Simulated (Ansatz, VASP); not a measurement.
**K3Eu: VASP beside Ansatz**

```xyz
4
Lattice="0.0000 5.1590 5.1590 5.1590 0.0000 5.1590 5.1590 5.1590 0.0000" Properties=species:S:1:pos:R:3 pbc="T T T"
Eu    0.0000    0.0000    0.0000
K     5.1590    5.1590    5.1590
K     7.7385    7.7385    7.7385
K     2.5795    2.5795    2.5795
```

Alike in both runs: task single point; functional PBE; k mesh 5 × 5 × 5; occupations fermi-dirac, width 0.05 eV; collinear spin.

|  | VASP | Ansatz |
| --- | --- | --- |
| version | VASP 6.6.1 | Ansatz 0.2.0 |
| potentials or method | VASP PAW PBE potentials, release 64 (Eu, K_sv) | Ansatz PAW |
| plane-wave cutoff (eV) | 520 | 420 |
| valence electrons in the cell | 44 | 44 |

Ansatz gave:

| Property | Result |
| --- | --- |
| gap on the k mesh at the Fermi level (eV) | none |
| pressure (GPa) | -0.1 |
| net moment per atom (μB) | 1.90 |
| size of the moment on the site where the two differ most (μB) | 7.17 |

Question: Which values does VASP return?

Answer: gap on the k mesh at the Fermi level (eV): none; pressure (GPa): -0.2; net moment per atom (μB): 1.90; size of the moment on the site where the two differ most (μB): 6.77.

Site moments also hang on the region over which each program counts them. A gap of «none» marks a metal or a gap that the smearing closes.

Spin-orbit coupling is off throughout.
